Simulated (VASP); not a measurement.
ZrO2:

```
CELL_PARAMETERS angstrom
3.49331 0.00000 0.00000
0.00000 3.49331 0.00000
0.00000 0.00000 5.07113
ATOMIC_POSITIONS crystal
Zr 0.00000 0.00000 0.00000
Zr 0.50000 0.50000 0.50000
O 0.00000 0.50000 0.29422
O 0.00000 0.50000 0.79422
O 0.50000 0.00000 0.70578
O 0.50000 0.00000 0.20578
```

This cell differs from its parent crystal: equal strain along all axes, cell held: -3.0 %.

```yaml
Program: VASP 6.6.1
Task: relaxation of the atoms
Functional: r2SCAN
Potentials_or_basis: VASP PAW PBE potentials, release 64 (Zr_sv, O)
Cutoff: 580 eV
k_mesh: 6 × 6 × 6
Occupations: gaussian, width 0.02 eV
Spin: no spin polarisation
```

At the start: pressure 24.9 GPa; volume 10.31 Å³/atom.

How do energy, volume and symmetry change on relaxing?

Over 4 steps the energy falls by 4.3 meV/atom at a fixed cell; space group P4_2/nmc (No. 137, to 0.1 Å) before and after.

Step by step:
```
step  energy change (eV)  largest force (eV/Å)  pressure (GPa)
   1              0.0000                0.2667           24.93
   2             -0.0117                0.1885           24.22
   3             -0.0259                0.0112           22.38
   4             -0.0260                0.0028           22.28
```

Final structure:
```yaml
crystal:
  lattice:
    - [3.49331, 0.00000, 0.00000]
    - [0.00000, 3.49331, 0.00000]
    - [0.00000, 0.00000, 5.07113]
  atoms:
    - { symbol: Zr, position: [0.00000, 0.00000, 0.00000] }
    - { symbol: Zr, position: [0.50000, 0.50000, 0.50000] }
    - { symbol: O, position: [0.00000, 0.50000, 0.28359] }
    - { symbol: O, position: [0.00000, 0.50000, 0.78359] }
    - { symbol: O, position: [0.50000, 0.00000, 0.71641] }
    - { symbol: O, position: [0.50000, 0.00000, 0.21641] }
```

Caveat: the cell differs from its parent crystal (equal strain along all axes, cell held: -3.0 %); the PAW data sets were made with another functional, which shifts forces and pressure a little.
